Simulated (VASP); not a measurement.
# Co (P6/mmm) in VASP: single point with PBE

Aim: the single point of Co with PBE.

Program: VASP 6.6.1. These are calculated values, not measurements. Logs are shortened: lines on timing, memory, paths and dates and some standing lists are left out, and cuts for length are marked.

## (1) The cell of the first run

It takes space group P6/mmm (No. 191, hexagonal). Conventional cell: a = 2.452 Å, b = 2.452 Å, c = 2.307 Å, α = 90.00°, β = 90.00°, γ = 120.00°. Within 3.0 Å of Co (site symmetry 6/mmm) lie 8 Co at 2.31 to 2.45 Å.

This isn't the form of Co at room conditions, which is hcp.

## (2) Single point, PBE, collinear spin, ferromagnetic start

Contents of INCAR:

```
SYSTEM = Co
PREC = Accurate
ENCUT = 520
EDIFF = 1E-6
ISMEAR = 0
SIGMA = 0.1
LREAL = .FALSE.
LASPH = .TRUE.
NELM = 150
ALGO = Normal
ISIF = 2
LWAVE = .FALSE.
LCHARG = .FALSE.
ISPIN = 2
MAGMOM = 1.98
LORBIT = 11
LMAXMIX = 4
GGA = PE
NBANDS = 14
```

Contents of KPOINTS:

```
regular mesh
0
G
  27 27 24
  0 0 0
```

Contents of POSCAR:

```
Co
1.0
    2.4524118616      0.0000000000      0.0000000000
   -1.2262059308      2.1238509727      0.0000000000
    0.0000000000      0.0000000000      2.3070597957
Co
1
Direct
    0.0000000000      0.0000000000      0.0000000000
```

Potentials or basis: VASP PAW PBE potentials, release 64 (Co).

Run with:

```console
> cat potpaw_PBE.64/Co/POTCAR > POTCAR
> mpirun -np 1 vasp_std > vasp.out
```

OUTCAR:

```text
SYSTEM = Co
   PREC = Accurate
   ENCUT = 520
   EDIFF = 1E-6
   ISMEAR = 0
   LREAL = .FALSE.
   LASPH = .TRUE.
   NELM = 150
   ISIF = 2
   ISPIN = 2
   LORBIT = 11
   GGA = PE

 ion  position               nearest neighbor table
   1  0.000  0.000  0.000-

  LATTYP: Found a hexagonal cell.
 ALAT       =     2.4524118616
 C/A-ratio  =     0.9407309726

  Lattice vectors:

 A1 = (   2.4524118616,   0.0000000000,   0.0000000000)
 A2 = (  -1.2262059308,   2.1238509727,   0.0000000000)
 A3 = (   0.0000000000,   0.0000000000,   2.3070597957)

Analysis of symmetry for initial positions (statically):
=====================================================================
 Subroutine PRICEL returns:
 Original cell was already a primitive cell.

 Routine SETGRP: Setting up the symmetry group for a
 hexagonal supercell.

 Subroutine GETGRP returns: Found 24 space group operations
 (whereof 24 operations were pure point group operations)
 out of a pool of 24 trial point group operations.

The static configuration has the point symmetry D_6h.

Analysis of symmetry for dynamics (positions and initial velocities):
=====================================================================
 Subroutine PRICEL returns:
 Original cell was already a primitive cell.

 Routine SETGRP: Setting up the symmetry group for a
 hexagonal supercell.

 Subroutine GETGRP returns: Found 24 space group operations
 (whereof 24 operations were pure point group operations)
 out of a pool of 24 trial point group operations.

The dynamic configuration has the point symmetry D_6h.

Analysis of structural, dynamic, and magnetic symmetry:
=====================================================================
 Subroutine PRICEL returns:
 Original cell was already a primitive cell.

 Routine SETGRP: Setting up the symmetry group for a
 hexagonal supercell.

 Subroutine GETGRP returns: Found 24 space group operations
 (whereof 24 operations were pure point group operations)
 out of a pool of 24 trial point group operations.

The overall configuration has the point symmetry D_6h.

 Subroutine INISYM returns: Found 24 space group operations
 (whereof 24 operations are pure point group operations),
 and found     1 'primitive' translations

----------------------------------------------------------------------------------------

                                     Primitive cell

  volume of cell :      12.0165

  direct lattice vectors                    reciprocal lattice vectors
     2.452411862  0.000000000  0.000000000     0.407761851  0.235421414  0.000000000
    -1.226205931  2.123850973  0.000000000     0.000000000  0.470842829  0.000000000
     0.000000000  0.000000000  2.307059796     0.000000000  0.000000000  0.433452138

  length of vectors
     2.452411862  2.452411862  2.307059796     0.470842829  0.470842829  0.433452138

  position of ions in fractional coordinates (direct lattice)
     0.000000000  0.000000000  0.000000000

  ion indices of the primitive-cell ions
   primitive index   ion index
                 1           1

----------------------------------------------------------------------------------------

 KPOINTS: regular mesh

Automatic generation of k-mesh.
 Grid dimensions read from file:
 generate k-points for:   27   27   24

 Generating k-lattice:

  Cartesian coordinates                     Fractional coordinates (reciprocal lattice)
     0.015102291  0.008719312  0.000000000     0.037037037  0.000000000  0.000000000
     0.000000000  0.017438623  0.000000000     0.000000000  0.037037037  0.000000000
     0.000000000  0.000000000  0.018060506     0.000000000  0.000000000  0.041666667

  Length of vectors
     0.017438623  0.017438623  0.018060506

  Shift w.r.t. Gamma in fractional coordinates (k-lattice)
     0.000000000  0.000000000  0.000000000

 Subroutine IBZKPT returns following result:
 ===========================================

 Found    975 irreducible k-points:

 Following reciprocal coordinates:
            Coordinates               Weight
  0.000000  0.000000  0.000000      1.000000
  0.037037  0.000000  0.000000      6.000000
  0.074074  0.000000  0.000000      6.000000
  0.111111  0.000000  0.000000      6.000000
  0.148148  0.000000  0.000000      6.000000
  0.185185  0.000000  0.000000      6.000000
[... 16 lines left out ...]
  0.333333  0.037037  0.000000     12.000000
  0.370370  0.037037  0.000000     12.000000
 [... further k-points ...]
   k-points           NKPTS =    975   k-points in BZ     NKDIM =    975   number of bands    NBANDS=     14
   number of dos      NEDOS =    301   number of ions     NIONS =      1
   total plane-waves  NPLWV =   5832
   dimension x,y,z NGX =    18 NGY =   18 NGZ =   18
   dimension x,y,z NGXF=    36 NGYF=   36 NGZF=   36
   ions per type =               1
   NGX,Y,Z   is equivalent  to a cutoff of  12.20, 12.20, 12.97 a.u.
   NGXF,Y,Z  is equivalent  to a cutoff of  24.40, 24.40, 25.94 a.u.
 SYSTEM =  Co
   PREC   = accura    normal or accurate (medium, high low for compatibility)
   ISTART =      0    job   : 0-new  1-cont  2-samecut
   ICHARG =      2    charge: 1-file 2-atom 10-const
   ISPIN  =      2    spin polarized calculation?
   LNONCOLLINEAR =      F non collinear calculations
   LSORBIT =      F    spin-orbit coupling
   LASPH  =      T    aspherical Exc in radial PAW
   ENCUT  =  520.0 eV  38.22 Ry    6.18 a.u.   4.56  4.56  4.29*2*pi/ulx,y,z
   NELM   =    150;   NELMIN=  2; NELMDL= -5     # of ELM steps
   EDIFF  = 0.1E-05   stopping-criterion for ELM
   LREAL  =      F    real-space projection
   EDIFFG = 0.1E-04   stopping-criterion for IOM
   NSW    =      0    number of steps for IOM
   IBRION =     -1    ionic relax: 0-MD 1-quasi-New 2-CG
   NFREE  =      0    steps in history (QN), initial steepest desc. (CG)
   ISIF   =      2    stress and relaxation
   ISYM   =      2    0-nonsym 1-usesym 2-fastsym
   POTIM  = 0.5000    time-step for ionic-motion
   TEBEG  =    0.0;   TEEND  =   0.0 temperature during run
   PSTRESS=    0.0 pullay stress
   NELECT =       9.0000    total number of electrons
   NUPDOWN=      -1.0000    fix difference up-down
   EMIN   =  10.00;   EMAX   =-10.00  energy-range for DOS
   EFERMI =   0.00;   METHOD = LEGACY
   ISMEAR =     0;   SIGMA  =   0.10  broadening in eV -4-tet -1-fermi 0-gaus
   EFERMI_NEDOS =   21; number of points for ismear=-14 and -15
   IALGO  =     38    algorithm
   IMIX   =      4    mixing-type and parameters
     AMIX     =   0.40;   BMIX     =  1.00
     AMIX_MAG =   1.60;   BMIX_MAG =  1.00
  volume/ion in A,a.u.               =      12.02        81.09
  Fermi-wavevector in a.u.,A,eV,Ry     =   1.486724  2.809500 30.073597  2.210347
  Thomas-Fermi vector in A             =   2.599974
   LORBIT       =     11    0 simple, 1 ext, 2 COOP (PROOUT), +10 PAW based schemes
   GGA     = PE    functional components
   LHFCALC =     F    Hartree Fock is set to
   AEXX    =    0.0000 exact exchange contribution
   IVDW    =     0    specifies the selected vdW correction
   LEPSILON=     F    determine dielectric tensor
   LRPA    =     F    only Hartree local field effects (RPA)
 spin polarized calculation
 Gauss-broadening in eV      SIGMA  =   0.10
  energy-cutoff  :      520.00
  volume of cell :       12.02
 maximum number of plane-waves:       338
   NGX =  9   NGY =  9   NGZ =  9

 number of electron       8.9999997 magnetization       1.7822482

 Free energy of the ion-electron system (eV)
  ---------------------------------------------------
  ext. energy  EPLUGINS =         0.00000000
  ---------------------------------------------------
  free energy    TOTEN  =        -6.53249262 eV

  energy without entropy =       -6.52474251  energy(sigma->0) =       -6.52861757

 E-fermi :   9.1610     XC(G=0): -12.7577

 val. band max:        9.1603656944   @ k =   0.2222   0.1111   0.3333
 cond. band min:       9.1610354254   @ k =   0.4074   0.0370   0.1250
 fundamental gap:      0.0006697309
 Fermi energy:         9.1610077712

 spin component 1

 k-point     1 :       0.0000    0.0000    0.0000
  band No.  band energies     occupation
      1       0.5645      1.00000
      2       4.7502      1.00000
      3       6.4928      1.00000
      4       6.4928      1.00000
      5       8.0448      1.00000
      6       8.0448      1.00000
      7      28.3711      0.00000
      8      31.2440      0.00000
      9      33.3355      0.00000
     10      34.2839      0.00000
     11      34.2839      0.00000
     12      36.6018      0.00000
     13      36.6018      0.00000
     14      42.9767      0.00000
[... 375 lines left out ...]
 k-point    24 :       0.3704    0.0370    0.0000
  band No.  band energies     occupation
      1       4.0770      1.00000
      2       5.1548      1.00000
      3       7.1084      1.00000
      4       7.1514      1.00000
      5       7.8462      1.00000
      6       8.3710      1.00000
      7      16.4853      0.00000
      8      25.3105      0.00000
      9      31.4693      0.00000
     10      34.6259      0.00000
     11      34.8615      0.00000
     12      42.2979      0.00000
     13      44.0562      0.00000
     14      46.1758      0.00000

 [... further k-points ...]

 spin component 2

 k-point     1 :       0.0000    0.0000    0.0000
  band No.  band energies     occupation
      1       0.6923      1.00000
      2       5.9914      1.00000
      3       8.1221      1.00000
      4       8.1221      1.00000
      5      10.4227      0.00000
      6      10.4227      0.00000
      7      28.7651      0.00000
      8      31.0236      0.00000
      9      33.5957      0.00000
     10      34.8775      0.00000
     11      34.8775      0.00000
     12      36.8672      0.00000
     13      36.8672      0.00000
     14      43.6376      0.00000
[... 375 lines left out ...]
 k-point    24 :       0.3704    0.0370    0.0000
  band No.  band energies     occupation
      1       4.7810      1.00000
      2       6.4399      1.00000
      3       7.8362      1.00000
      4       9.3338      0.00727
      5      10.1245      0.00000
      6      10.1969      0.00000
      7      17.2463      0.00000
      8      25.6557      0.00000
      9      31.8637      0.00000
     10      34.5373      0.00000
     11      35.3736      0.00000
     12      42.6783      0.00000
     13      44.4614      0.00000
     14      47.9384      0.00000

 [... further k-points ...]
[... 5 lines left out ...]
  --------------------------------------------------------------------------------------
  -------------------------------------------------------------------------------------
  Total       -0.0490811     -0.0490811     -0.0821774     -0.0000000      0.0000000      0.0000000
  in kB       -6.5440761     -6.5440761    -10.9568683     -0.0000000      0.0000000      0.0000000
  external PRESSURE =      -8.0150068 kB  Pullay stress =       0.0000000 kB

 VOLUME and BASIS-vectors are now :
 -----------------------------------------------------------------------------
  energy-cutoff  :      520.00
  volume of cell :       12.02
      direct lattice vectors                 reciprocal lattice vectors
     2.452411862  0.000000000  0.000000000     0.407761851  0.235421414  0.000000000
    -1.226205931  2.123850973  0.000000000     0.000000000  0.470842829  0.000000000
     0.000000000  0.000000000  2.307059796     0.000000000  0.000000000  0.433452138

 POSITION                                       TOTAL-FORCE (eV/Angst)
 -----------------------------------------------------------------------------------
      0.00000      0.00000      0.00000         0.000000      0.000000      0.000000
 -----------------------------------------------------------------------------------
    total drift:                                0.000000      0.000000      0.000000

  FREE ENERGIE OF THE ION-ELECTRON SYSTEM (eV)
  ---------------------------------------------------
  free  energy   TOTEN  =        -6.5324926224 eV

  energy  without entropy=       -6.5247425081  energy(sigma->0) =       -6.52861757

 total charge

# of ion       s       p       d       tot
------------------------------------------
    1        0.486   0.444   7.263   8.193

 magnetization (x)

# of ion       s       p       d       tot
------------------------------------------
    1        0.002  -0.014   1.803   1.791
```

Run time: 2.8 min. Hardware: 1 thread of Intel Xeon Platinum 8488C (Sapphire Rapids), shared host; peak memory 0.34 GiB.

What came out:

| Property | Result |
| --- | --- |
| Free energy | -6.5325 eV |
| Pressure | -0.8 GPa |
| Net moment | 1.78 μB per cell |
| Site moments | Co +1.79 μB |
| Valence electrons inside the program's atomic spheres | Co 8.19 |
